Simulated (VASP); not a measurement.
Set up this calculation in VASP 6.6.1, as the native input.

```yaml
Task: relaxation of cell and atoms
Functional: BLYP
Potentials_or_basis: VASP PAW PBE potentials, release 64 (Fe)
Cutoff: 600 eV
k_mesh: 9 × 9 × 13
Occupations: fermi-dirac, width 0.1 eV
Spin: no spin polarisation
Dipole_correction: no
Further_INCAR_settings: ALGO = Normal; EDIFF = 1e-06; IBRION = 2; EDIFFG = -0.01; NSW = 80; ISIF = 3
```

The structure of Fe lies in POSCAR:

```
Fe
1.0
    4.0524593180      0.0000000000      0.0000000000
   -2.0262296590      3.5095327172      0.0000000000
    0.0000000000      0.0000000000      2.4841575619
Fe
3
Direct
    0.0000000000      0.0000000000      0.0000000000
    0.3333333333      0.6666666667      0.5000000000
    0.6666666667      0.3333333333      0.5000000000
```

This isn't the form of Fe at room conditions, which is bcc.

These files were run (other wordings do the same):

INCAR

```
SYSTEM = Fe
PREC = Accurate
ENCUT = 600
EDIFF = 1E-6
ISMEAR = -1
SIGMA = 0.1
LREAL = .False.
LASPH = .True.
NELM = 100
ALGO = Normal
ISIF = 3
LWAVE = .False.
LCHARG = .False.
GGA = B5
ALDAX = 1.0
AGGAX = 1.0
AGGAC = 1.0
ALDAC = 0.0
IBRION = 2
NSW = 80
EDIFFG = -0.01
```

KPOINTS

```
Automatic mesh
0
Gamma
  9 9 13
  0 0 0
```

Potentials or basis: VASP PAW PBE potentials, release 64 (Fe).

The run is started by

```bash
$ cat potpaw_PBE.64/Fe/POTCAR > POTCAR
$ mpirun -np 1 vasp_std > vasp.out
```

It gave:

| Quantity | Value |
| --- | --- |
| Relaxed volume | 10.84 Å³/atom |
| Relaxed cell | a = 3.905 Å, b = 3.905 Å, c = 2.464 Å, α = 90.00°, β = 90.00°, γ = 120.00° |
| Space group after relaxing (to 0.1 Å) | P6/mmm (No. 191) |
| Energy gained by relaxing | 58.4 meV/atom |
| Ionic steps | 6 |
| Pressure after relaxing | 0.1 GPa |
| Band gap on the k mesh | zero (bands 12 and 13 overlap by 1.34 eV) |

Caveat: the PAW data sets were made with another functional, which shifts forces and pressure a little; the run has no spin polarisation, though such a crystal can be magnetic.

It took 7.3 min on 1 thread of Intel Xeon 8259CL, with other jobs on the host, peak memory 0.19 GiB.
